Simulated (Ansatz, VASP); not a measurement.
**One calculation of AgCl, two programs**

```
CELL_PARAMETERS angstrom
3.40645 0.00000 0.00000
0.00000 3.40645 0.00000
0.00000 0.00000 3.38593
ATOMIC_POSITIONS crystal
Ag 0.00000 0.00000 0.00000
Cl 0.50000 0.50000 0.50000
```

Change from the starting cell: epitaxial_xy strain +0.3%.

Alike in both runs: task single point; functional r2SCAN; k mesh 8 × 8 × 8; no spin polarisation.

|  | VASP | Ansatz |
| --- | --- | --- |
| version | VASP 6.6.1 | Ansatz 0.2.0 |
| potentials or method | VASP PAW PBE potentials, release 64 (Ag, Cl) | plane waves, PAW |
| plane-wave cutoff (eV) | 520 | 500 |
| occupations | gaussian, width 0.01 eV | fixed |
| valence electrons in the cell | 18 | 26 |

Ansatz gave:

| Item | Value |
| --- | --- |
| gap on the k mesh at the Fermi level (eV) | 1.22 |
| pressure (GPa) | -0.2 |
| traceless stress, the component that is largest in VASP (GPa) | 0.24 |

Task: What did VASP give for the same quantities?

Result: gap on the k mesh at the Fermi level (eV): 1.18; pressure (GPa): -0.3; traceless stress, the component that is largest in VASP (GPa): 0.23.

VASP's potentials were made for PBE, not for r2SCAN. VASP's potentials hold 18 valence electrons a cell and Ansatz's 26, so a difference there can come from the potentials and not from the codes.
